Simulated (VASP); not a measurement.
# BN (F-43m) in VASP: further runs

Aim: see how the results for BN move with the level of theory and the settings. Levels: PBEsol, r2SCAN, LDA, PBE. Tasks: single point.

Everything below comes from runs of VASP 6.6.1. Logs are shortened: lines on timing, memory, paths and dates and some standing lists are left out, and cuts for length are marked.

### 1 The cell of the first run

Symmetry: F-43m, No. 216, cubic system. The conventional cell has a = 3.606 Å, b = 3.606 Å, c = 3.606 Å, α = 90.00°, β = 90.00°, γ = 90.00°. Within 2.1 Å of B (site symmetry -43m) lie 4 N at 1.56 Å. Within 2.1 Å of N (site symmetry -43m) lie 4 B at 1.56 Å.

### 2 Single point, PBEsol

File INCAR:

```
PREC = Accurate
ENCUT = 520
EDIFF = 1E-6
ISMEAR = -1
SIGMA = 0.05
LREAL = F
LASPH = T
NELM = 60
ALGO = Normal
ISIF = 2
LWAVE = F
LCHARG = F
GGA = PS
NBANDS = 11
```

File KPOINTS:

```
regular mesh
0
Gamma
  11 11 11
```

File POSCAR:

```
BN
1.0
    0.0000000000      1.8028980000      1.8028980000
    1.8028980000      0.0000000000      1.8028980000
    1.8028980000      1.8028980000      0.0000000000
B N
1 1
Direct
    0.0000000000      0.0000000000      0.0000000000
    0.2500000000      0.2500000000      0.2500000000
```

Potentials or basis: VASP PAW PBE potentials, release 64 (B, N).

Started as:

```bash
cat potpaw_PBE.64/B/POTCAR potpaw_PBE.64/N/POTCAR > POTCAR
mpirun -np 1 vasp_std > vasp.out
```

OUTCAR:

```text
PREC = Accurate
   ENCUT = 520
   EDIFF = 1E-6
   ISMEAR = -1
   LREAL = F
   LASPH = T
   NELM = 60
   ISIF = 2
   GGA = PS

 ion  position               nearest neighbor table
   1  0.000  0.000  0.000-   2 1.56   2 1.56   2 1.56   2 1.56
   2  0.250  0.250  0.250-   1 1.56   1 1.56   1 1.56   1 1.56

  LATTYP: Found a face centered cubic cell.
 ALAT       =     3.6057960000

  Lattice vectors:

 A1 = (   0.0000000000,   1.8028980000,   1.8028980000)
 A2 = (   1.8028980000,   0.0000000000,   1.8028980000)
 A3 = (   1.8028980000,   1.8028980000,   0.0000000000)

Analysis of symmetry for initial positions (statically):
=====================================================================
 Subroutine PRICEL returns:
 Original cell was already a primitive cell.

 Routine SETGRP: Setting up the symmetry group for a
 face centered cubic supercell.

 Subroutine GETGRP returns: Found 24 space group operations
 (whereof 24 operations were pure point group operations)
 out of a pool of 48 trial point group operations.

The static configuration has the point symmetry T_d .

Analysis of symmetry for dynamics (positions and initial velocities):
=====================================================================
 Subroutine PRICEL returns:
 Original cell was already a primitive cell.

 Routine SETGRP: Setting up the symmetry group for a
 face centered cubic supercell.

 Subroutine GETGRP returns: Found 24 space group operations
 (whereof 24 operations were pure point group operations)
 out of a pool of 48 trial point group operations.

The dynamic configuration has the point symmetry T_d .

 Subroutine INISYM returns: Found 24 space group operations
 (whereof 24 operations are pure point group operations),
 and found     1 'primitive' translations

----------------------------------------------------------------------------------------

                                     Primitive cell

  volume of cell :      11.7204

  direct lattice vectors                    reciprocal lattice vectors
     0.000000000  1.802898000  1.802898000    -0.277331274  0.277331274  0.277331274
     1.802898000  0.000000000  1.802898000     0.277331274 -0.277331274  0.277331274
     1.802898000  1.802898000  0.000000000     0.277331274  0.277331274 -0.277331274

  length of vectors
     2.549682803  2.549682803  2.549682803     0.480351858  0.480351858  0.480351858

  position of ions in fractional coordinates (direct lattice)
     0.000000000  0.000000000  0.000000000
     0.250000000  0.250000000  0.250000000

  ion indices of the primitive-cell ions
   primitive index   ion index
                 1           1
                 2           2

----------------------------------------------------------------------------------------

 KPOINTS: regular mesh

Automatic generation of k-mesh.
 Grid dimensions read from file:
 generate k-points for:   11   11   11

 Generating k-lattice:

  Cartesian coordinates                     Fractional coordinates (reciprocal lattice)
    -0.025211934  0.025211934  0.025211934     0.090909091  0.000000000  0.000000000
     0.025211934 -0.025211934  0.025211934     0.000000000  0.090909091  0.000000000
     0.025211934  0.025211934 -0.025211934     0.000000000  0.000000000  0.090909091

  Length of vectors
     0.043668351  0.043668351  0.043668351

  Shift w.r.t. Gamma in fractional coordinates (k-lattice)
     0.000000000  0.000000000  0.000000000

 Subroutine IBZKPT returns following result:
 ===========================================

 Found     56 irreducible k-points:

 Following reciprocal coordinates:
            Coordinates               Weight
  0.000000  0.000000  0.000000      1.000000
  0.090909  0.000000  0.000000      8.000000
  0.181818  0.000000  0.000000      8.000000
  0.272727  0.000000  0.000000      8.000000
  0.363636  0.000000  0.000000      8.000000
  0.454545  0.000000  0.000000      8.000000
[... 16 lines left out ...]
 -0.272727  0.181818  0.000000     24.000000
 -0.181818  0.181818  0.000000     12.000000
 [... further k-points ...]
   k-points           NKPTS =     56   k-points in BZ     NKDIM =     56   number of bands    NBANDS=     11
   number of dos      NEDOS =    301   number of ions     NIONS =      2
   total plane-waves  NPLWV =   8000
   dimension x,y,z NGX =    20 NGY =   20 NGZ =   20
   dimension x,y,z NGXF=    40 NGYF=   40 NGZF=   40
   ions per type =               1   1
   NGX,Y,Z   is equivalent  to a cutoff of  13.04, 13.04, 13.04 a.u.
   NGXF,Y,Z  is equivalent  to a cutoff of  26.08, 26.08, 26.08 a.u.
 SYSTEM =  unknown system
   PREC   = accura    normal or accurate (medium, high low for compatibility)
   ISTART =      0    job   : 0-new  1-cont  2-samecut
   ICHARG =      2    charge: 1-file 2-atom 10-const
   ISPIN  =      1    spin polarized calculation?
   LNONCOLLINEAR =      F non collinear calculations
   LSORBIT =      F    spin-orbit coupling
   LASPH  =      T    aspherical Exc in radial PAW
   ENCUT  =  520.0 eV  38.22 Ry    6.18 a.u.   4.74  4.74  4.74*2*pi/ulx,y,z
   NELM   =     60;   NELMIN=  2; NELMDL= -5     # of ELM steps
   EDIFF  = 0.1E-05   stopping-criterion for ELM
   LREAL  =      F    real-space projection
   EDIFFG = 0.1E-04   stopping-criterion for IOM
   NSW    =      0    number of steps for IOM
   IBRION =     -1    ionic relax: 0-MD 1-quasi-New 2-CG
   NFREE  =      0    steps in history (QN), initial steepest desc. (CG)
   ISIF   =      2    stress and relaxation
   ISYM   =      2    0-nonsym 1-usesym 2-fastsym
   POTIM  = 0.5000    time-step for ionic-motion
   TEBEG  =    0.0;   TEEND  =   0.0 temperature during run
   PSTRESS=    0.0 pullay stress
   NELECT =       8.0000    total number of electrons
   NUPDOWN=      -1.0000    fix difference up-down
   EMIN   =  10.00;   EMAX   =-10.00  energy-range for DOS
   EFERMI =   0.00;   METHOD = LEGACY
   ISMEAR =    -1;   SIGMA  =   0.05  broadening in eV -4-tet -1-fermi 0-gaus
   EFERMI_NEDOS =   21; number of points for ismear=-14 and -15
   IALGO  =     38    algorithm
   IMIX   =      4    mixing-type and parameters
     AMIX     =   0.40;   BMIX     =  1.00
     AMIX_MAG =   1.60;   BMIX_MAG =  1.00
  volume/ion in A,a.u.               =       5.86        39.55
  Fermi-wavevector in a.u.,A,eV,Ry     =   1.441419  2.723888 28.268684  2.077690
  Thomas-Fermi vector in A             =   2.560054
   LORBIT       =      0    0 simple, 1 ext, 2 COOP (PROOUT), +10 PAW based schemes
   GGA     = PS    functional components
   LHFCALC =     F    Hartree Fock is set to
   AEXX    =    0.0000 exact exchange contribution
   IVDW    =     0    specifies the selected vdW correction
   LEPSILON=     F    determine dielectric tensor
   LRPA    =     F    only Hartree local field effects (RPA)
 non-spin polarized calculation
  energy-cutoff  :      520.00
  volume of cell :       11.72
 maximum number of plane-waves:       331
   NGX =  9   NGY =  9   NGZ =  9

 number of electron       7.9999999 magnetization

 Free energy of the ion-electron system (eV)
  ---------------------------------------------------
  ext. energy  EPLUGINS =         0.00000000
  ---------------------------------------------------
  free energy    TOTEN  =       -18.34682939 eV

  energy without entropy =      -18.34682939  energy(sigma->0) =      -18.34682939

 E-fermi :   8.4503     XC(G=0): -13.0536

 val. band max:        7.4573070648   @ k =   0.0000   0.0000   0.0000
 cond. band min:      11.8488793607   @ k =   0.4545   0.4545   0.0000
 fundamental gap:      4.3915722959
 Fermi energy:         8.4502708194

 k-point     1 :       0.0000    0.0000    0.0000
  band No.  band energies     occupation
      1     -12.8832      2.00000
      2       7.4573      2.00000
      3       7.4573      2.00000
      4       7.4573      2.00000
      5      16.2548      0.00000
      6      16.2548      0.00000
      7      16.2548      0.00000
      8      17.8485      0.00000
      9      32.1107      0.00000
     10      35.2408      0.00000
     11      35.2408      0.00000

 k-point     2 :       0.0909    0.0000    0.0000
  band No.  band energies     occupation
      1     -12.6797      2.00000
      2       6.3741      2.00000
      3       7.2410      2.00000
      4       7.2410      2.00000
      5      16.4970      0.00000
      6      16.5819      0.00000
      7      16.5819      0.00000
      8      18.5176      0.00000
      9      31.8152      0.00000
     10      32.7382      0.00000
     11      32.7382      0.00000

 k-point     3 :       0.1818    0.0000    0.0000
  band No.  band energies     occupation
      1     -12.0783      2.00000
      2       3.9660      2.00000
      3       6.7337      2.00000
      4       6.7337      2.00000
      5      16.8544      0.00000
      6      17.3008      0.00000
      7      17.3008      0.00000
      8      19.9927      0.00000
      9      31.1288      0.00000
     10      31.1867      0.00000
     11      31.1867      0.00000

 k-point     4 :       0.2727    0.0000    0.0000
  band No.  band energies     occupation
      1     -11.1131      2.00000
      2       1.2328      2.00000
      3       6.1825      2.00000
      4       6.1825      2.00000
      5      17.1985      0.00000
      6      17.8990      0.00000
      7      17.8990      0.00000
      8      21.3299      0.00000
      9      30.6030      0.00000
     10      31.0619      0.00000
     11      31.0619      0.00000

 k-point     5 :       0.3636    0.0000    0.0000
  band No.  band energies     occupation
      1      -9.8884      2.00000
      2      -1.3049      2.00000
      3       5.7526      2.00000
      4       5.7526      2.00000
      5      17.4777      0.00000
      6      18.1208      0.00000
      7      18.1208      0.00000
      8      22.1773      0.00000
      9      30.5211      0.00000
     10      32.2973      0.00000
     11      32.2973      0.00000
[... 211 lines left out ...]
 k-point    21 :      -0.4545    0.1818    0.0000
  band No.  band energies     occupation
      1      -8.0785      2.00000
      2      -2.6495      2.00000
      3       3.1496      2.00000
      4       4.5397      2.00000
      5      16.2185      0.00000
      6      20.0869      0.00000
      7      20.1887      0.00000
      8      22.9534      0.00000
      9      27.8732      0.00000
     10      33.9528      0.00000
     11      34.0666      0.00000

 k-point    22 :      -0.3636    0.1818    0.0000
  band No.  band energies     occupation
      1      -8.5250      2.00000
      2      -2.0017      2.00000
      3       2.8252      2.00000
      4       5.0371      2.00000
      5      16.8478      0.00000
      6      19.6518      0.00000
      7      19.8452      0.00000
      8      22.9643      0.00000
      9      28.5153      0.00000
     10      31.2386      0.00000
     11      34.2462      0.00000

 k-point    23 :      -0.2727    0.1818    0.0000
  band No.  band energies     occupation
      1      -9.6810      2.00000
      2      -0.1183      2.00000
      3       2.8928      2.00000
      4       5.7150      2.00000
      5      17.6111      0.00000
      6      18.9381      0.00000
      7      19.3579      0.00000
      8      21.8652      0.00000
      9      29.2511      0.00000
     10      29.4767      0.00000
     11      34.2506      0.00000

 k-point    24 :      -0.1818    0.1818    0.0000
  band No.  band energies     occupation
      1     -10.7947      2.00000
      2       1.8535      2.00000
      3       3.6413      2.00000
      4       6.4012      2.00000
      5      18.0437      0.00000
      6      18.1170      0.00000
      7      18.5034      0.00000
      8      20.9699      0.00000
      9      28.5988      0.00000
     10      29.6480      0.00000
     11      34.2988      0.00000

 [... further k-points ...]
[... 5 lines left out ...]
  --------------------------------------------------------------------------------------
  -------------------------------------------------------------------------------------
  Total        0.0430939      0.0430939      0.0430939      0.0000000      0.0000000     -0.0000000
  in kB        5.8909119      5.8909119      5.8909119      0.0000000      0.0000000     -0.0000000
  external PRESSURE =       5.8909119 kB  Pullay stress =       0.0000000 kB

 VOLUME and BASIS-vectors are now :
 -----------------------------------------------------------------------------
  energy-cutoff  :      520.00
  volume of cell :       11.72
      direct lattice vectors                 reciprocal lattice vectors
     0.000000000  1.802898000  1.802898000    -0.277331274  0.277331274  0.277331274
     1.802898000  0.000000000  1.802898000     0.277331274 -0.277331274  0.277331274
     1.802898000  1.802898000  0.000000000     0.277331274  0.277331274 -0.277331274

 POSITION                                       TOTAL-FORCE (eV/Angst)
 -----------------------------------------------------------------------------------
      0.00000      0.00000      0.00000        -0.000000     -0.000000     -0.000000
      0.90145      0.90145      0.90145         0.000000      0.000000      0.000000
 -----------------------------------------------------------------------------------
    total drift:                                0.000000      0.000000      0.000000

  FREE ENERGIE OF THE ION-ELECTRON SYSTEM (eV)
  ---------------------------------------------------
  free  energy   TOTEN  =       -18.3468293936 eV

  energy  without entropy=      -18.3468293936  energy(sigma->0) =      -18.34682939
```

Run time: 3.1 s. Hardware: 1 thread of Intel Xeon 6975P-C (Granite Rapids), shared host; peak memory 0.12 GiB.

What came out:

```yaml
Free_energy: -18.3468 eV
Pressure: 0.6 GPa
Band_gap_on_the_k_mesh: 4.39 eV, indirect (least direct gap 8.80 eV)
```

Levels at points of the mesh, in eV from the valence-band top:
```csv
k point,band 1,band 2,band 3,band 4,band 5,band 6,band 7,band 8,band 9
"(0.00, 0.00, 0.00)",-20.34,0.00,0.00,0.00,8.80,8.80,8.80,10.39,24.65
```

Caveat: the PAW data sets were made with another functional, which shifts forces and pressure a little.

### 3 Single point, r2SCAN

POSCAR is that of step 2.

File INCAR.step1:

```
SYSTEM = BN
PREC     = Accurate       ! precision mode
ENCUT    = 520            ! plane-wave cutoff, eV
ISMEAR   = -1             ! smearing method
SIGMA    = 0.05           ! smearing width, eV
LREAL    = .False.        ! projectors in reciprocal space
LASPH    = .True.         ! aspherical terms in the spheres
NELM     = 80             ! most SCF steps
NBANDS   = 11             ! bands
GGA      = PE             ! functional
ALGO     = Normal         ! electronic algorithm
EDIFF    = 1E-4           ! SCF threshold, eV
LWAVE    = .True.         ! write WAVECAR
LCHARG   = .False.        ! write CHGCAR
```

File INCAR.step2:

```
SYSTEM = BN
PREC     = Accurate       ! precision mode
ENCUT    = 520            ! plane-wave cutoff, eV
EDIFF    = 1E-7           ! SCF threshold, eV
ISMEAR   = -1             ! smearing method
SIGMA    = 0.05           ! smearing width, eV
LREAL    = .False.        ! projectors in reciprocal space
LASPH    = .True.         ! aspherical terms in the spheres
NELM     = 80             ! most SCF steps
ALGO     = Normal         ! electronic algorithm
ISIF     = 2              ! what is computed and relaxed
LWAVE    = .False.        ! write WAVECAR
LCHARG   = .False.        ! write CHGCAR
METAGGA  = R2SCAN         ! meta-GGA
LMIXTAU  = .True.       
NBANDS   = 11             ! bands
ISTART   = 1
```

File KPOINTS:

```
regular mesh
0
Gamma
  11 11 11
  0 0 0
```

Potentials or basis: VASP PAW PBE potentials, release 64 (B, N).

Started as:

```bash
cat potpaw_PBE.64/B/POTCAR potpaw_PBE.64/N/POTCAR > POTCAR
cp INCAR.step1 INCAR
mpirun -np 1 vasp_std > vasp.out
cp INCAR.step2 INCAR
mpirun -np 1 vasp_std > vasp.out
```

Wall time 13 s (1 thread of Intel Xeon 6975P-C (Granite Rapids), shared host); peak memory 0.12 GiB.

It converged, with:

```
Free energy            : -19.1710 eV
Pressure               : 2.4 GPa
Band gap on the k mesh : 5.09 eV, indirect (least direct gap 9.56 eV)
```

Levels at points of the mesh, in eV from the valence-band top:
| k point | band 1 | band 2 | band 3 | band 4 | band 5 | band 6 | band 7 | band 8 |
| --- | --- | --- | --- | --- | --- | --- | --- | --- |
| (0.00, 0.00, 0.00) | -21.38 | 0.00 | 0.00 | 0.00 | 9.56 | 9.56 | 9.56 | 11.19 |

Caveat: the PAW data sets were made with another functional, which shifts forces and pressure a little. r2SCAN opens gaps a little over a GGA but as a rule still falls short of measured ones.

### 4 Single point, LDA

File INCAR:

```
ALGO = Normal
EDIFF = 1E-6
ENCUT = 520
GGA = CA
ISIF = 2
ISMEAR = -1
LASPH = T
LCHARG = F
LREAL = F
LWAVE = F
NBANDS = 11
NELM = 100
PREC = Accurate
SIGMA = 0.05
```

File KPOINTS:

```
k-points
0
Gamma
  11 11 11
```

POSCAR is that of step 3.

Potentials or basis: VASP PAW LDA potentials, release 64 (B, N).

Started as:

```bash
cat potpaw_LDA.64/B/POTCAR potpaw_LDA.64/N/POTCAR > POTCAR
mpirun -np 1 vasp_std > vasp.out
```

Wall time 3.7 s (1 thread of Intel Xeon 6975P-C, shared host); peak memory 0.11 GiB.

Results (log left out):

```yaml
Free_energy: -19.4093 eV
Pressure: -7.2 GPa
Band_gap_on_the_k_mesh: 4.46 eV, indirect (least direct gap 8.72 eV)
```

Levels at points of the mesh, in eV from the valence-band top:
```csv
k point,band 1,band 2,band 3,band 4,band 5,band 6,band 7,band 8,band 9
"(0.00, 0.00, 0.00)",-20.16,0.00,0.00,0.00,8.72,8.72,8.72,10.56,24.63
```

### 5 Single point, PBE

File INCAR:

```
SYSTEM = BN
ALGO     = Normal         ! electronic algorithm
EDIFF    = 1E-7           ! SCF threshold, eV
ENCUT    = 520            ! plane-wave cutoff, eV
GGA      = PE             ! functional
ISIF     = 2              ! what is computed and relaxed
ISMEAR   = -1             ! smearing method
LASPH    = .TRUE.         ! aspherical terms in the spheres
LCHARG   = .TRUE.         ! write CHGCAR
LELF     = .TRUE.         ! ELF
LREAL    = .FALSE.        ! projectors in reciprocal space
LVHAR    = .TRUE.       
LWAVE    = .FALSE.        ! write WAVECAR
NBANDS   = 11             ! bands
NELM     = 60             ! most SCF steps
PREC     = Accurate       ! precision mode
SIGMA    = 0.05           ! smearing width, eV
```

File KPOINTS:

```
k-points
0
G
  11 11 11
  0 0 0
```

POSCAR is that of step 4.

Potentials or basis: VASP PAW PBE potentials, release 64 (B, N).

Started as:

```bash
cat potpaw_PBE.64/B/POTCAR potpaw_PBE.64/N/POTCAR > POTCAR
mpirun -np 1 vasp_std > vasp.out
```

Run time: 5.2 s. Hardware: 1 thread of Intel Xeon 6975P-C, shared host; peak memory 0.12 GiB.

Results (log left out):

```yaml
Free_energy: -17.4469 eV
Pressure: 6.3 GPa
Band_gap_on_the_k_mesh: 4.57 eV, indirect (least direct gap 8.86 eV)
```

Levels at points of the mesh, in eV from the valence-band top:
```
           k point  band 1  band 2  band 3  band 4  band 5  band 6  band 7  band 8
(0.00, 0.00, 0.00)  -20.32    0.00    0.00    0.00    8.86    8.86    8.86   10.47
```

A k mesh can miss the band edges. A hybrid or GW would open this gap; PBE tends to underestimate it.

### 6 Overview

| level | potentials or basis | gap on the mesh (eV) | pressure (GPa) |
| --- | --- | --- | --- |
| PBEsol | VASP PAW PBE potentials, release 64 (B, N) | 4.39 | 0.6 |
| r2SCAN | VASP PAW PBE potentials, release 64 (B, N) | 5.09 | 2.4 |
| LDA | VASP PAW LDA potentials, release 64 (B, N) | 4.46 | -7.2 |
| PBE | VASP PAW PBE potentials, release 64 (B, N) | 4.57 | 6.3 |

Alike in all rows: task single point; no spin polarisation; cell as given; k mesh 11 × 11 × 11; cutoff (eV) 520; smearing fermi-dirac 0.05 eV.

Caveats: the PAW data sets were made with another functional, which shifts forces and pressure a little (some runs).

Absolute energies hang on the potentials; compare differences alone.
